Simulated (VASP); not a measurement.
## SrO: single point with PBE

Crystal: SrO.

```
CELL_PARAMETERS angstrom
3.51721 0.00000 0.00000
-1.75861 3.04600 0.00000
0.00000 0.00000 6.13837
ATOMIC_POSITIONS crystal
Sr 0.33333 0.66667 0.25433
Sr 0.66667 0.33333 0.75433
O 0.00000 0.00000 0.97629
O 0.00000 0.00000 0.47629
```

This cell differs from its parent crystal: atoms displaced along a vibrational mode, the cell strained.

| Property | Result |
| --- | --- |
| Program | VASP 6.6.1 |
| Task | single point |
| Functional | PBE |
| Potentials or basis | VASP PAW PBE potentials, release 64 (Sr_sv, O) |
| Cutoff | 520 eV |
| k mesh | 9 × 9 × 4 |
| Occupations | gaussian, width 0.05 eV |
| Spin | no spin polarisation |
| Dipole correction | no |
| Further INCAR settings | ALGO = Normal; EDIFF = 1e-06; NBANDS = 24 |

| Property | Result |
| --- | --- |
| Pressure | 6.3 GPa |
| Largest force | 0.519 eV/Å |
| Band gap on the k mesh | 3.37 eV (least direct gap 3.41 eV) |

Forces on the atoms (eV/Å):
```
Sr   0.000  0.000 -0.519
Sr   0.000  0.000 -0.519
O    0.000  0.000  0.519
O    0.000  0.000  0.519
```

Stress tensor (GPa, compression positive):
```
6.14 0.00 0.00
0.00 6.14 0.00
0.00 0.00 6.64
```

Levels at points of the mesh, in eV from the valence-band top:
```csv
k point,band 13,band 14,band 15,band 16,band 17,band 18,band 19,band 20
"(0.00, 0.00, 0.00)",-1.01,-0.76,-0.76,0.00,3.41,5.29,5.57,6.48
"(0.00, 0.00, 0.50)",-0.92,-0.92,-0.92,-0.92,4.98,4.98,6.35,6.35
```

Wall time 60 s on 1 thread of Intel(R) Xeon(R) 6975P-C (Granite Rapids) (shared host), peak memory 0.2 GiB.

Caveat: the cell differs from its parent crystal (atoms displaced along a vibrational mode, the cell strained); the cell stands under pressure; an odd mesh through Γ misses points on the zone boundary, where band edges can lie.
